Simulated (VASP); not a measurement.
# TaN (I4/mmm) in VASP: further runs

The runs below take TaN through single point, with PBEsol.

Everything below comes from runs of VASP 6.6.1. Logs are shortened: lines on timing, memory, paths and dates and some standing lists are left out, and cuts for length are marked.

## 1. The cell of the first run

It takes space group I4/mmm (No. 139, tetragonal). Conventional cell: a = 3.001 Å, b = 3.001 Å, c = 4.376 Å, α = 90.00°, β = 90.00°, γ = 90.00°. Within 2.8 Å of Ta (site symmetry 4/mmm) lie 6 N at 2.12 to 2.19 Å. Within 2.8 Å of N (site symmetry 4/mmm) lie 6 Ta at 2.12 to 2.19 Å.

## 2. Single point, PBEsol (strain -0.030 along x and y, +0.000 along z)

The input, INCAR:

```
PREC = Accurate
ENCUT = 520
EDIFF = 1E-6
ISMEAR = 0
SIGMA = 0.15
LREAL = F
LASPH = T
NELM = 100
ALGO = Normal
ISIF = 2
LWAVE = F
LCHARG = T
GGA = PS
LELF = T
LVHAR = T
NBANDS = 15
```

The input, KPOINTS:

```
Automatic mesh
0
Gamma
  24 24 24
```

The input, POSCAR:

```
TaN
1.0
    0.0000000000      2.1222093625      2.1878447036
    2.1222093625      0.0000000000      2.1878447036
    2.1222093625      2.1222093625      0.0000000000
Ta N
1 1
Direct
    0.5000000000      0.5000000000      0.5000000000
    0.0000000000      0.0000000000      0.0000000000
```

Potentials or basis: VASP PAW PBE potentials, release 64 (Ta_pv, N).

On the command line:

```console
$ cat potpaw_PBE.64/Ta_pv/POTCAR potpaw_PBE.64/N/POTCAR > POTCAR
$ mpirun -np 1 vasp_std > vasp.out
```

OUTCAR:

```text
PREC = Accurate
   ENCUT = 520
   EDIFF = 1E-6
   ISMEAR = 0
   LREAL = F
   LASPH = T
   NELM = 100
   ISIF = 2
   GGA = PS

 ion  position               nearest neighbor table
   1  0.500  0.500  0.500-   2 2.12   2 2.12   2 2.12   2 2.12   2 2.19   2 2.19
   2  0.000  0.000  0.000-   1 2.12   1 2.12   1 2.12   1 2.12   1 2.19   1 2.19

  LATTYP: Found a body centered tetragonal cell.
 ALAT       =     3.0012572626
 C/A-ratio  =     1.4579521262

  Lattice vectors:

 A1 = (  -2.1222093625,   0.0000000000,   2.1878447036)
 A2 = (   2.1222093625,   0.0000000000,   2.1878447036)
 A3 = (   0.0000000000,   2.1222093625,  -2.1878447036)

Analysis of symmetry for initial positions (statically):
=====================================================================
 Subroutine PRICEL returns:
 Original cell was already a primitive cell.

 Routine SETGRP: Setting up the symmetry group for a
 body centered tetragonal supercell.

 Subroutine GETGRP returns: Found 16 space group operations
 (whereof 16 operations were pure point group operations)
 out of a pool of 16 trial point group operations.

The static configuration has the point symmetry D_4h.

Analysis of symmetry for dynamics (positions and initial velocities):
=====================================================================
 Subroutine PRICEL returns:
 Original cell was already a primitive cell.

 Routine SETGRP: Setting up the symmetry group for a
 body centered tetragonal supercell.

 Subroutine GETGRP returns: Found 16 space group operations
 (whereof 16 operations were pure point group operations)
 out of a pool of 16 trial point group operations.

The dynamic configuration has the point symmetry D_4h.

 Subroutine INISYM returns: Found 16 space group operations
 (whereof 16 operations are pure point group operations),
 and found     1 'primitive' translations

----------------------------------------------------------------------------------------

                                     Primitive cell

  volume of cell :      19.7071

  direct lattice vectors                    reciprocal lattice vectors
     0.000000000  2.122209363  2.187844704    -0.235603522  0.235603522  0.228535416
     2.122209363  0.000000000  2.187844704     0.235603522 -0.235603522  0.228535416
     2.122209363  2.122209363  0.000000000     0.235603522  0.235603522 -0.228535416

  length of vectors
     3.048021822  3.048021822  3.001257263     0.404037715  0.404037715  0.404037715

  position of ions in fractional coordinates (direct lattice)
     0.500000000  0.500000000  0.500000000
     0.000000000  0.000000000  0.000000000

  ion indices of the primitive-cell ions
   primitive index   ion index
                 1           1
                 2           2

----------------------------------------------------------------------------------------

 KPOINTS: Automatic mesh

Automatic generation of k-mesh.
 Grid dimensions read from file:
 generate k-points for:   24   24   24

 Generating k-lattice:

  Cartesian coordinates                     Fractional coordinates (reciprocal lattice)
    -0.009816813  0.009816813  0.009522309     0.041666667  0.000000000  0.000000000
     0.009816813 -0.009816813  0.009522309     0.000000000  0.041666667  0.000000000
     0.009816813  0.009816813 -0.009522309     0.000000000  0.000000000  0.041666667

  Length of vectors
     0.016834905  0.016834905  0.016834905

  Shift w.r.t. Gamma in fractional coordinates (k-lattice)
     0.000000000  0.000000000  0.000000000

 Subroutine IBZKPT returns following result:
 ===========================================

 Found   1063 irreducible k-points:

 Following reciprocal coordinates:
            Coordinates               Weight
  0.000000  0.000000  0.000000      1.000000
  0.041667  0.000000  0.000000      8.000000
  0.083333 -0.000000  0.000000      8.000000
  0.125000 -0.000000  0.000000      8.000000
  0.166667  0.000000  0.000000      8.000000
  0.208333 -0.000000  0.000000      8.000000
[... 16 lines left out ...]
  0.416667  0.041667  0.000000      8.000000
  0.458333  0.041667  0.000000      8.000000
 [... further k-points ...]
   k-points           NKPTS =   1063   k-points in BZ     NKDIM =   1063   number of bands    NBANDS=     15
   number of dos      NEDOS =    301   number of ions     NIONS =      2
   total plane-waves  NPLWV =  13824
   dimension x,y,z NGX =    24 NGY =   24 NGZ =   24
   dimension x,y,z NGXF=    48 NGYF=   48 NGZF=   48
   ions per type =               1   1
   NGX,Y,Z   is equivalent  to a cutoff of  13.09, 13.09, 13.29 a.u.
   NGXF,Y,Z  is equivalent  to a cutoff of  26.18, 26.18, 26.59 a.u.
 SYSTEM =  unknown system
   PREC   = accura    normal or accurate (medium, high low for compatibility)
   ISTART =      0    job   : 0-new  1-cont  2-samecut
   ICHARG =      2    charge: 1-file 2-atom 10-const
   ISPIN  =      1    spin polarized calculation?
   LNONCOLLINEAR =      F non collinear calculations
   LSORBIT =      F    spin-orbit coupling
   LASPH  =      T    aspherical Exc in radial PAW
   ENCUT  =  520.0 eV  38.22 Ry    6.18 a.u.   5.67  5.67  5.58*2*pi/ulx,y,z
   NELM   =    100;   NELMIN=  2; NELMDL= -5     # of ELM steps
   EDIFF  = 0.1E-05   stopping-criterion for ELM
   LREAL  =      F    real-space projection
   EDIFFG = 0.1E-04   stopping-criterion for IOM
   NSW    =      0    number of steps for IOM
   IBRION =     -1    ionic relax: 0-MD 1-quasi-New 2-CG
   NFREE  =      0    steps in history (QN), initial steepest desc. (CG)
   ISIF   =      2    stress and relaxation
   ISYM   =      2    0-nonsym 1-usesym 2-fastsym
   POTIM  = 0.5000    time-step for ionic-motion
   TEBEG  =    0.0;   TEEND  =   0.0 temperature during run
   PSTRESS=    0.0 pullay stress
   NELECT =      16.0000    total number of electrons
   NUPDOWN=      -1.0000    fix difference up-down
   EMIN   =  10.00;   EMAX   =-10.00  energy-range for DOS
   EFERMI =   0.00;   METHOD = LEGACY
   ISMEAR =     0;   SIGMA  =   0.15  broadening in eV -4-tet -1-fermi 0-gaus
   EFERMI_NEDOS =   21; number of points for ismear=-14 and -15
   IALGO  =     38    algorithm
   IMIX   =      4    mixing-type and parameters
     AMIX     =   0.40;   BMIX     =  1.00
     AMIX_MAG =   1.60;   BMIX_MAG =  1.00
  volume/ion in A,a.u.               =       9.85        66.50
  Fermi-wavevector in a.u.,A,eV,Ry     =   1.527240  2.886064 31.735056  2.332461
  Thomas-Fermi vector in A             =   2.635163
   LORBIT       =      0    0 simple, 1 ext, 2 COOP (PROOUT), +10 PAW based schemes
   GGA     = PS    functional components
   LHFCALC =     F    Hartree Fock is set to
   AEXX    =    0.0000 exact exchange contribution
   IVDW    =     0    specifies the selected vdW correction
   LEPSILON=     F    determine dielectric tensor
   LRPA    =     F    only Hartree local field effects (RPA)
 non-spin polarized calculation
 Gauss-broadening in eV      SIGMA  =   0.15
  energy-cutoff  :      520.00
  volume of cell :       19.71
 maximum number of plane-waves:       548
   NGX = 11   NGY = 11   NGZ = 11

 number of electron      15.9999997 magnetization

 Free energy of the ion-electron system (eV)
  ---------------------------------------------------
  ext. energy  EPLUGINS =         0.00000000
  ---------------------------------------------------
  free energy    TOTEN  =       -23.08362156 eV

  energy without entropy =      -23.07448801  energy(sigma->0) =      -23.07905479

 E-fermi :  10.2554     XC(G=0): -14.0106

 val. band max:       10.2528362868   @ k =  -0.0417   0.0833   0.0417
 cond. band min:      10.2611988669   @ k =  -0.2500   0.4583   0.2083
 fundamental gap:      0.0083625801
 Fermi energy:        10.2553668531

 k-point     1 :       0.0000    0.0000    0.0000
  band No.  band energies     occupation
      1     -25.2997      2.00000
      2     -25.2905      2.00000
      3     -25.2905      2.00000
      4      -9.1883      2.00000
      5       6.1317      2.00000
      6       6.3041      2.00000
      7       6.3041      2.00000
      8       7.6373      2.00000
      9       8.0480      2.00000
     10       8.0480      2.00000
     11       9.9158      1.99863
     12      10.5356      0.00823
     13      12.6619      0.00000
     14      19.6715      0.00000
     15      22.8109      0.00000

 k-point     2 :       0.0417    0.0000    0.0000
  band No.  band energies     occupation
      1     -25.3160      2.00000
      2     -25.2982      2.00000
      3     -25.2919      2.00000
      4      -9.1379      2.00000
      5       5.9085      2.00000
      6       6.0616      2.00000
      7       6.1211      2.00000
      8       7.7657      2.00000
      9       8.1240      2.00000
     10       8.1582      2.00000
     11      10.1172      1.80740
     12      10.7451      0.00000
     13      12.7919      0.00000
     14      19.8188      0.00000
     15      22.8108      0.00000

 k-point     3 :       0.0833   -0.0000    0.0000
  band No.  band energies     occupation
      1     -25.3784      2.00000
      2     -25.3057      2.00000
      3     -25.2959      2.00000
      4      -8.9894      2.00000
      5       5.3309      2.00000
      6       5.5694      2.00000
      7       5.6785      2.00000
      8       8.0277      2.00000
      9       8.3152      2.00000
     10       8.3837      2.00000
     11      10.6518      0.00019
     12      11.3018      0.00000
     13      13.1560      0.00000
     14      20.2469      0.00000
     15      22.8106      0.00000
[... 343 lines left out ...]
 k-point    23 :       0.4167    0.0417    0.0000
  band No.  band energies     occupation
      1     -26.3341      2.00000
      2     -25.4213      2.00000
      3     -25.3747      2.00000
      4      -6.1070      2.00000
      5      -0.1488      2.00000
      6       2.2770      2.00000
      7       2.4342      2.00000
      8      11.0350      0.00000
      9      11.9394      0.00000
     10      11.9684      0.00000
     11      15.4562      0.00000
     12      17.6508      0.00000
     13      17.7619      0.00000
     14      22.5706      0.00000
     15      23.0169      0.00000

 k-point    24 :       0.4583    0.0417    0.0000
  band No.  band energies     occupation
      1     -26.3982      2.00000
      2     -25.4327      2.00000
      3     -25.3759      2.00000
      4      -5.8141      2.00000
      5      -0.5216      2.00000
      6       2.1504      2.00000
      7       2.2502      2.00000
      8      11.6924      0.00000
      9      12.2477      0.00000
     10      12.3456      0.00000
     11      14.9654      0.00000
     12      18.0611      0.00000
     13      18.4651      0.00000
     14      22.5345      0.00000
     15      22.9595      0.00000

 [... further k-points ...]

------------------------ aborting loop because EDIFF is reached ----------------------------------------

  FORCE on cell =-STRESS in cart. coord.  units (eV):
  Direction    XX          YY          ZZ          XY          YZ          ZX
  --------------------------------------------------------------------------------------
  -------------------------------------------------------------------------------------
  Total        4.3395412      4.3395412      1.3545797      0.0000000     -0.0000000     -0.0000000
  in kB      352.8023428    352.8023428    110.1265962      0.0000000     -0.0000000     -0.0000000
  external PRESSURE =     271.9104273 kB  Pullay stress =       0.0000000 kB

 VOLUME and BASIS-vectors are now :
 -----------------------------------------------------------------------------
  energy-cutoff  :      520.00
  volume of cell :       19.71
      direct lattice vectors                 reciprocal lattice vectors
     0.000000000  2.122209363  2.187844704    -0.235603522  0.235603522  0.228535416
     2.122209363  0.000000000  2.187844704     0.235603522 -0.235603522  0.228535416
     2.122209363  2.122209363  0.000000000     0.235603522  0.235603522 -0.228535416

 POSITION                                       TOTAL-FORCE (eV/Angst)
 -----------------------------------------------------------------------------------
      2.12221      2.12221      2.18784        -0.000000      0.000000      0.000000
      0.00000      0.00000      0.00000         0.000000     -0.000000      0.000000
 -----------------------------------------------------------------------------------
    total drift:                                0.000000     -0.000000     -0.000000

  FREE ENERGIE OF THE ION-ELECTRON SYSTEM (eV)
  ---------------------------------------------------
  free  energy   TOTEN  =       -23.0836215647 eV

  energy  without entropy=      -23.0744880145  energy(sigma->0) =      -23.07905479
```

Run time: 7.3 min. Hardware: 1 thread of Intel Xeon 8259CL, shared host; peak memory 0.42 GiB.

Results:

```
Free energy            : -23.0836 eV
Pressure               : 27.2 GPa
Band gap on the k mesh : zero (bands 8 and 9 overlap by 4.36 eV)
```

Stress tensor (GPa, compression positive):
```
35.28  0.00  0.00
 0.00 35.28  0.00
 0.00  0.00 11.01
```

Caveat: the cell differs from its parent crystal (strain -0.030 along x and y, +0.000 along z); the stress differs along the axes, from 11 to 35 GPa; the PAW data sets were made with another functional, which shifts forces and pressure a little; spin-orbit coupling is left out, which moves the levels of the heavy elements.

## 3. Single point, PBEsol (strain -0.015 along x and y, -0.030 along z)

The input, INCAR:

```
ALGO     = Normal         # electronic algorithm
EDIFF    = 1E-6           # SCF threshold, eV
ENCUT    = 520            # plane-wave cutoff, eV
GGA      = PS             # functional
ISIF     = 2              # what is computed and relaxed
ISMEAR   = 0              # smearing method
LASPH    = True           # aspherical terms in the spheres
LCHARG   = True           # write CHGCAR
LELF     = True           # ELF
LREAL    = False          # projectors in reciprocal space
LVHAR    = True         
LWAVE    = False          # write WAVECAR
NBANDS   = 15             # bands
NELM     = 100            # most SCF steps
PREC     = Accurate       # precision mode
SIGMA    = 0.15           # smearing width, eV
```

The input, KPOINTS:

```
k-points
0
Gamma
  24 24 24
```

The input, POSCAR:

```
TaN
1.0
    0.0000000000      2.1550270330      2.1222093625
    2.1550270330      0.0000000000      2.1222093625
    2.1550270330      2.1550270330      0.0000000000
Ta N
1 1
Direct
    0.5000000000      0.5000000000      0.5000000000
    0.0000000000      0.0000000000      0.0000000000
```

Potentials or basis: VASP PAW PBE potentials, release 64 (Ta_pv, N).

On the command line:

```console
$ cat potpaw_PBE.64/Ta_pv/POTCAR potpaw_PBE.64/N/POTCAR > POTCAR
$ mpirun -np 1 vasp_std > vasp.out
```

Wall time 6.9 min (1 thread of Intel Xeon 8259CL, shared host); peak memory 0.42 GiB.

The run converged. Its results:

| Item | Value |
| --- | --- |
| Free energy | -23.1074 eV |
| Pressure | 26.4 GPa |
| Band gap on the k mesh | zero (bands 8 and 9 overlap by 4.49 eV) |

Stress tensor (GPa, compression positive):
```
21.95  0.00  0.00
 0.00 21.95  0.00
 0.00  0.00 35.24
```

Levels at points of the mesh, in eV from the Fermi level:
| k point | band 4 | band 5 | band 6 | band 7 | band 8 | band 9 | band 10 | band 11 | band 12 | band 13 |
| --- | --- | --- | --- | --- | --- | --- | --- | --- | --- | --- |
| (0.00, 0.00, 0.00) | -19.44 | -4.04 | -4.04 | -3.95 | -2.42 | -2.42 | -2.22 | -0.08 | 0.11 | 2.28 |
| (0.50, 0.00, 0.00) | -15.87 | -11.04 | -8.16 | -8.15 | 2.08 | 2.22 | 2.28 | 4.06 | 8.19 | 8.59 |
| (0.50, 0.50, 0.00) | -18.15 | -6.63 | -6.07 | -4.84 | -4.84 | 2.36 | 4.01 | 4.01 | 5.45 | 7.72 |
| (0.50, 0.00, 0.50) | -18.16 | -6.82 | -6.04 | -4.80 | -4.70 | 2.32 | 3.90 | 4.12 | 5.42 | 7.62 |

Caveat: the cell differs from its parent crystal (strain -0.015 along x and y, -0.030 along z); the stress differs along the axes, from 22 to 35 GPa; the PAW data sets were made with another functional, which shifts forces and pressure a little; spin-orbit coupling is left out, which moves the levels of the heavy elements.
